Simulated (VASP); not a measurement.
# Si17O32 (a cell with a defect) in VASP: further runs

The runs below take Si17O32 (a cell with a defect) through single point, with LDA.

Everything below comes from runs of VASP 6.6.1. Logs are shortened: lines on timing, memory, paths and dates and some standing lists are left out, and cuts for length are marked.

### 1 The cell of the first run

The cell holds a defect, 49 atoms: a = 9.016 Å, b = 10.255 Å, c = 8.993 Å, α = 90.00°, β = 90.00°, γ = 90.00°.

### 2 Single point, LDA

The input, INCAR:

```
  PREC = Accurate
  ENCUT = 520
  EDIFF = 1E-6
  ISMEAR = -1
  SIGMA = 0.02
  LREAL = Auto
  LASPH = True
  NELM = 100
  ALGO = Normal
  ISIF = 2
  LWAVE = False
  LCHARG = False
  NBANDS = 160
```

The input, KPOINTS:

```
Automatic mesh
0
Gamma
  1 1 1
```

The input, POSCAR:

```
Si17O32
1.0
   -9.0162770000      0.0000000000      0.0000000000
    0.0000000000    -10.2546200000      0.0000000000
    0.0000000000      0.0000000000      8.9926990000
Si O
17 32
Direct
    0.3205979586      0.6172827467      0.9131296399
    0.1907771911      0.6205885737      0.6096945978
    0.3046933895      0.3502616382      0.0767066706
    0.1594782414      0.3709449984      0.3976892810
    0.6700326532      0.6271124625      0.9088706294
    0.6582317735      0.3622464801      0.0669987954
    0.8428756126      0.6371469640      0.6066921622
    0.8019496295      0.3878544500      0.4211305193
    0.8313187361      0.1004912908      0.9014646215
    0.6718959500      0.1486646994      0.5878768988
    0.7871652568      0.8466037747      0.0829005841
    0.7002003155      0.8770388371      0.4352642071
    0.1636928413      0.1316089723      0.8782457858
    0.2376701603      0.8779945039      0.0936092713
    0.3050150300      0.1273962370      0.5756892341
    0.3643854331      0.8473741592      0.4410800361
    0.9928599132      0.7454103614      0.1970042587
    0.7194876555      0.5132710915      0.0140336066
    0.7141972235      0.3550887307      0.2579537022
    0.7846475879      0.5106771387      0.5299743714
   -0.0168473085      0.3819449185      0.3770503160
    0.2320248147      0.3489744135      0.2337118144
    0.7637853185      0.6257667276      0.7639085885
    0.2749582782      0.5027685082      0.0390427835
    0.2107632674      0.5834735953      0.7774417892
    0.2488610321      0.2665432751     -0.0639518792
   -0.0101594039      0.1563295373      0.8907670545
    0.0170247653      0.6385414574      0.5965172414
    0.0845914561      0.8763464663      0.1866736560
    0.2163420667      0.4926852482      0.5004504209
    0.2692907505      0.7579120435     -0.0116538983
    0.2193588329      0.2366835631      0.4820799629
    0.2614715586      0.7328209139      0.5043202269
    0.1843776539      0.0212099522     -0.0030135558
    0.3399851180      0.8939287853      0.2469558917
    0.3249345600     -0.0066701643      0.4870840223
    0.5333132511      0.8036182716      0.4732283378
    0.7398951918      0.8541515922      0.2566971273
    0.1940046873      0.0941429326      0.7068511912
    0.8042676595     -0.0133500803      0.0148120158
    0.7514298862      0.0856101933      0.7482403225
    0.6398538998      0.7682000893     -0.0115649373
    0.4824164120      0.6003537918      0.8520022743
    0.4873962945      0.1766423329      0.6081711397
    0.4844349835      0.3459026273      0.0722586178
    0.7244897201      0.0202640371      0.4889855648
    0.7241126243      0.2069603749     -0.0073281670
    0.7857677842      0.7636362927      0.5392040810
    0.7713715983      0.2673721698      0.5232022110
```

Potentials or basis: VASP PAW LDA potentials, release 64 (Si, O).

Command:

```
$ cat potpaw_LDA.64/Si/POTCAR potpaw_LDA.64/O/POTCAR > POTCAR
$ mpirun -np 1 vasp_gam > vasp.out
```

OUTCAR:

```text
PREC = Accurate
   ENCUT = 520
   EDIFF = 1E-6
   ISMEAR = -1
   LREAL = Auto
   LASPH = True
   NELM = 100
   ISIF = 2

 ion  position               nearest neighbor table
   1  0.321  0.617  0.913-  43 1.57  25 1.61  31 1.66  24 1.68   2 2.97   3 3.11
   2  0.191  0.621  0.610-  25 1.57  28 1.58  33 1.62  30 1.65   1 2.97   7 3.14
   3  0.305  0.350  0.077-  22 1.56  26 1.61  45 1.62  24 1.62   1 3.11  13 3.14
   4  0.159  0.371  0.398-  21 1.60  22 1.63  30 1.64  32 1.66
   5  0.670  0.627  0.909-  23 1.55  18 1.57  42 1.64  43 1.79  11 2.94   6 3.07   7 3.13
   6  0.658  0.362  0.067-  45 1.58  18 1.71  19 1.79  47 1.83   5 3.07
   7  0.843  0.637  0.607-  48 1.52  20 1.56  28 1.57  23 1.59   8 3.08   5 3.13   2 3.14
   8  0.802  0.388  0.421-  49 1.56  20 1.60  21 1.68  19 1.70   7 3.08  10 3.10
   9  0.831  0.100  0.901-  27 1.54  41 1.56  40 1.57  47 1.67  13 3.02  11 3.10
  10  0.672  0.149  0.588-  49 1.62  46 1.66  44 1.70  41 1.74   8 3.10  12 3.12
  11  0.787  0.847  0.083-  40 1.57  38 1.62  42 1.77  17 2.36   5 2.94   9 3.10
  12  0.700  0.877  0.435-  46 1.56  38 1.66  48 1.68  37 1.72  16 3.04  10 3.12
  13  0.164  0.132  0.878-  34 1.57  27 1.59  39 1.61  26 1.67  15 3.00   9 3.02   3 3.14
  14  0.238  0.878  0.094-  31 1.58  29 1.61  35 1.67  34 1.77  17 2.75
  15  0.305  0.127  0.576-  39 1.58  36 1.60  32 1.60  44 1.74  13 3.00
  16  0.364  0.847  0.441-  36 1.59  33 1.60  37 1.61  35 1.82  12 3.04
  17  0.993  0.745  0.197-  29 1.58  11 2.36  14 2.75
  18  0.719  0.513  0.014-   5 1.57   6 1.71
  19  0.714  0.355  0.258-   8 1.70   6 1.79
  20  0.785  0.511  0.530-   7 1.56   8 1.60
  21  0.983  0.382  0.377-   4 1.60   8 1.68
  22  0.232  0.349  0.234-   3 1.56   4 1.63
  23  0.764  0.626  0.764-   5 1.55   7 1.59
[... 24 lines left out ...]
  48  0.786  0.764  0.539-   7 1.52  12 1.68
  49  0.771  0.267  0.523-   8 1.56  10 1.62

  LATTYP: Found a simple orthorhombic cell.
 ALAT       =     8.9926990000
 B/A-ratio  =     1.0026219047
 C/A-ratio  =     1.1403272811

  Lattice vectors:

 A1 = (   0.0000000000,   0.0000000000,   8.9926990000)
 A2 = (  -9.0162770000,   0.0000000000,   0.0000000000)
 A3 = (   0.0000000000, -10.2546200000,   0.0000000000)

Analysis of symmetry for initial positions (statically):
=====================================================================
 Subroutine PRICEL returns:
 Original cell was already a primitive cell.

 Routine SETGRP: Setting up the symmetry group for a
 simple orthorhombic supercell.

 Subroutine GETGRP returns: Found  1 space group operations
 (whereof  1 operations were pure point group operations)
 out of a pool of  8 trial point group operations.

The static configuration has the point symmetry C_1 .

Analysis of symmetry for dynamics (positions and initial velocities):
=====================================================================
 Subroutine PRICEL returns:
 Original cell was already a primitive cell.

 Routine SETGRP: Setting up the symmetry group for a
 simple orthorhombic supercell.

 Subroutine GETGRP returns: Found  1 space group operations
 (whereof  1 operations were pure point group operations)
 out of a pool of  8 trial point group operations.

The dynamic configuration has the point symmetry C_1 .

 Subroutine INISYM returns: Found  1 space group operations
 (whereof  1 operations are pure point group operations),
 and found     1 'primitive' translations

----------------------------------------------------------------------------------------

                                     Primitive cell

  volume of cell :     831.4514

  direct lattice vectors                    reciprocal lattice vectors
    -9.016277000  0.000000000  0.000000000    -0.110910523  0.000000000  0.000000000
     0.000000000-10.254620000  0.000000000     0.000000000 -0.097517022  0.000000000
     0.000000000  0.000000000  8.992699000     0.000000000  0.000000000  0.111201320

  length of vectors
     9.016277000 10.254620000  8.992699000     0.110910523  0.097517022  0.111201320

  position of ions in fractional coordinates (direct lattice)
     0.320597959  0.617282747  0.913129640
     0.190777191  0.620588574  0.609694598
     0.304693390  0.350261638  0.076706671
     0.159478241  0.370944998  0.397689281
     0.670032653  0.627112463  0.908870629
     0.658231773  0.362246480  0.066998795
[... 41 lines left out ...]
     0.785767784  0.763636293  0.539204081
     0.771371598  0.267372170  0.523202211

  ion indices of the primitive-cell ions
   primitive index   ion index
                 1           1
                 2           2
                 3           3
                 4           4
                 5           5
                 6           6
[... 41 lines left out ...]
                48          48
                49          49

----------------------------------------------------------------------------------------

 KPOINTS: Automatic mesh

Automatic generation of k-mesh.
 Grid dimensions read from file:
 generate k-points for:    1    1    1

 Generating k-lattice:

  Cartesian coordinates                     Fractional coordinates (reciprocal lattice)
    -0.110910523  0.000000000  0.000000000     1.000000000  0.000000000  0.000000000
     0.000000000 -0.097517022  0.000000000     0.000000000  1.000000000  0.000000000
     0.000000000  0.000000000  0.111201320     0.000000000  0.000000000  1.000000000

  Length of vectors
     0.110910523  0.097517022  0.111201320

  Shift w.r.t. Gamma in fractional coordinates (k-lattice)
     0.000000000  0.000000000  0.000000000

 Subroutine IBZKPT returns following result:
 ===========================================

 Found      1 irreducible k-points:

 Following reciprocal coordinates:
            Coordinates               Weight
  0.000000  0.000000  0.000000      1.000000
   k-points           NKPTS =      1   k-points in BZ     NKDIM =      1   number of bands    NBANDS=    160
   number of dos      NEDOS =    301   number of ions     NIONS =     49
   total plane-waves  NPLWV = 392000
   dimension x,y,z NGX =    70 NGY =   80 NGZ =   70
   dimension x,y,z NGXF=   140 NGYF=  160 NGZF=  140
   ions per type =              17  32
   NGX,Y,Z   is equivalent  to a cutoff of  12.91, 12.97, 12.94 a.u.
   NGXF,Y,Z  is equivalent  to a cutoff of  25.81, 25.94, 25.88 a.u.
 SYSTEM =  unknown system
   PREC   = accura    normal or accurate (medium, high low for compatibility)
   ISTART =      0    job   : 0-new  1-cont  2-samecut
   ICHARG =      2    charge: 1-file 2-atom 10-const
   ISPIN  =      1    spin polarized calculation?
   LNONCOLLINEAR =      F non collinear calculations
   LSORBIT =      F    spin-orbit coupling
   LASPH  =      T    aspherical Exc in radial PAW
   ENCUT  =  520.0 eV  38.22 Ry    6.18 a.u.  16.76 19.07 16.72*2*pi/ulx,y,z
   NELM   =    100;   NELMIN=  2; NELMDL= -5     # of ELM steps
   EDIFF  = 0.1E-05   stopping-criterion for ELM
   LREAL  =      T    real-space projection
   EDIFFG = 0.1E-04   stopping-criterion for IOM
   NSW    =      0    number of steps for IOM
   IBRION =     -1    ionic relax: 0-MD 1-quasi-New 2-CG
   NFREE  =      0    steps in history (QN), initial steepest desc. (CG)
   ISIF   =      2    stress and relaxation
   ISYM   =      2    0-nonsym 1-usesym 2-fastsym
   POTIM  = 0.5000    time-step for ionic-motion
   TEBEG  =    0.0;   TEEND  =   0.0 temperature during run
   PSTRESS=    0.0 pullay stress
   NELECT =     260.0000    total number of electrons
   NUPDOWN=      -1.0000    fix difference up-down
   EMIN   =  10.00;   EMAX   =-10.00  energy-range for DOS
   EFERMI =   0.00;   METHOD = LEGACY
   ISMEAR =    -1;   SIGMA  =   0.02  broadening in eV -4-tet -1-fermi 0-gaus
   EFERMI_NEDOS =   21; number of points for ismear=-14 and -15
   IALGO  =     38    algorithm
   IMIX   =      4    mixing-type and parameters
     AMIX     =   0.40;   BMIX     =  1.00
     AMIX_MAG =   1.60;   BMIX_MAG =  1.00
  volume/ion in A,a.u.               =      16.97       114.51
  Fermi-wavevector in a.u.,A,eV,Ry     =   1.111187  2.099838 16.799598  1.234736
  Thomas-Fermi vector in A             =   2.247747
   LORBIT       =      0    0 simple, 1 ext, 2 COOP (PROOUT), +10 PAW based schemes
   GGA     = CA    functional components
   LHFCALC =     F    Hartree Fock is set to
   AEXX    =    0.0000 exact exchange contribution
   IVDW    =     0    specifies the selected vdW correction
   LEPSILON=     F    determine dielectric tensor
   LRPA    =     F    only Hartree local field effects (RPA)
 non-spin polarized calculation
  energy-cutoff  :      520.00
  volume of cell :      831.45
 maximum number of plane-waves:     11200
 NGX is ok and might be reduce to    70
   NGX = 33   NGY = 39   NGZ = 33

 number of electron     260.0000005 magnetization

 Free energy of the ion-electron system (eV)
  ---------------------------------------------------
  ext. energy  EPLUGINS =         0.00000000
  ---------------------------------------------------
  free energy    TOTEN  =      -407.56982606 eV

  energy without entropy =     -407.56982606  energy(sigma->0) =     -407.56982606

 E-fermi :   2.1102     XC(G=0):  -8.1214

 val. band max:        1.6280843670   @ k =   0.0000   0.0000   0.0000
 cond. band min:       3.4790091465   @ k =   0.0000   0.0000   0.0000
 fundamental gap:      1.8509247795
 Fermi energy:         2.1101667682

 k-point     1 :       0.0000    0.0000    0.0000
  band No.  band energies     occupation
      1     -20.3368      2.00000
      2     -20.1119      2.00000
      3     -20.0326      2.00000
      4     -19.8203      2.00000
      5     -19.7813      2.00000
      6     -19.6352      2.00000
[... 134 lines left out ...]
    141       6.3504      0.00000
    142       6.5555      0.00000
 [bands above 142 left out]

------------------------ aborting loop because EDIFF is reached ----------------------------------------

  FORCE on cell =-STRESS in cart. coord.  units (eV):
  Direction    XX          YY          ZZ          XY          YZ          ZX
  --------------------------------------------------------------------------------------
  -------------------------------------------------------------------------------------
  Total      -10.5411253    -13.6650826    -18.7356686      4.3145880      5.1699599      5.9249180
  in kB      -20.3123740    -26.3321287    -36.1029679      8.3140579      9.9623291     11.4171065
  external PRESSURE =     -27.5824902 kB  Pullay stress =       0.0000000 kB

 VOLUME and BASIS-vectors are now :
 -----------------------------------------------------------------------------
  energy-cutoff  :      520.00
  volume of cell :      831.45
      direct lattice vectors                 reciprocal lattice vectors
    -9.016277000  0.000000000  0.000000000    -0.110910523  0.000000000  0.000000000
     0.000000000-10.254620000  0.000000000     0.000000000 -0.097517022  0.000000000
     0.000000000  0.000000000  8.992699000     0.000000000  0.000000000  0.111201320

 POSITION                                       TOTAL-FORCE (eV/Angst)
 -----------------------------------------------------------------------------------
     -2.89060     -6.33000      8.21150         1.234089      1.866369      2.712644
     -1.72010     -6.36390      5.48280         1.092902      1.939337     -3.845991
     -2.74720     -3.59180      0.68980        -0.950552     -2.392393     -1.772481
     -1.43790     -3.80390      3.57630        -0.512721      0.471378      0.954850
     -6.04120     -6.43080      8.17320         4.475526     -1.744218     -0.645404
     -5.93480     -3.71470      0.60250        -3.203412      2.636643      2.434666
[... 41 lines left out ...]
     -7.08470     -7.83080      4.84890         0.951807     -4.822537     -2.788005
     -6.95490     -2.74180      4.70500         1.709456      2.345503      1.833338
 -----------------------------------------------------------------------------------
    total drift:                               -0.013828     -0.002258     -0.017563

  FREE ENERGIE OF THE ION-ELECTRON SYSTEM (eV)
  ---------------------------------------------------
  free  energy   TOTEN  =      -407.5698260623 eV

  energy  without entropy=     -407.5698260623  energy(sigma->0) =     -407.56982606
```

Run time: 1.9 min. Hardware: 1 thread of Intel Xeon 6975P-C (Granite Rapids), shared host; peak memory 0.51 GiB.

What came out:

| Quantity | Value |
| --- | --- |
| Free energy | -407.5698 eV |
| Pressure | -2.8 GPa |
| Largest force | 5.651 eV/Å |
| Band gap on the k mesh | 1.85 eV |

Forces in eV/Å, atoms in the order of the input:
```
Si   1.234  1.866  2.713
Si   1.093  1.939 -3.846
Si  -0.951 -2.392 -1.772
Si  -0.513  0.471  0.955
Si   4.476 -1.744 -0.645
Si  -3.203  2.637  2.435
Si  -0.762  0.706  0.774
Si  -1.861 -0.162 -3.832
Si   3.390 -2.993  1.852
Si  -0.244  1.555  2.056
Si   1.287  2.792 -1.255
Si   0.922  4.480  0.090
Si  -0.251 -1.581  0.791
Si  -0.148 -3.815  2.001
Si  -2.210 -1.030 -1.599
Si   0.069 -1.141 -3.739
Si   1.686  2.512  0.323
O    0.382  3.682  1.380
O   -0.093 -1.233 -0.478
O    1.232  1.759 -2.150
O    0.948  0.188  0.379
O    0.614  0.776  1.764
O   -0.906 -0.172  0.585
O   -0.301 -2.299 -1.740
O   -0.805 -0.823  0.526
O    0.677  1.659 -0.305
O   -1.206 -0.850 -0.587
O    0.484 -0.637  0.628
O    0.191 -0.698 -0.285
O   -0.449  0.594 -0.228
O   -0.506  0.735 -0.959
O    0.102 -0.677 -0.187
O   -0.375 -0.826  0.836
O   -2.701  3.799  1.662
O   -0.912  1.697  0.153
O    0.018 -0.018  1.040
O   -0.494 -1.850 -0.934
O    0.633 -0.716  2.589
O   -0.549 -0.107  1.739
O   -0.402  0.598 -0.144
O    1.752 -0.834 -3.454
O   -2.169 -0.402  0.888
O   -3.169 -0.408  0.463
O   -0.586  0.885 -0.388
O    0.043  0.403  0.071
O    0.997 -1.249 -0.256
O    0.874 -4.599  1.050
O    0.952 -4.823 -2.788
O    1.709  2.346  1.833
```

Caveat: the k points lie up to 0.70 Å⁻¹ apart.

(Part 1 of 2 ends here.)
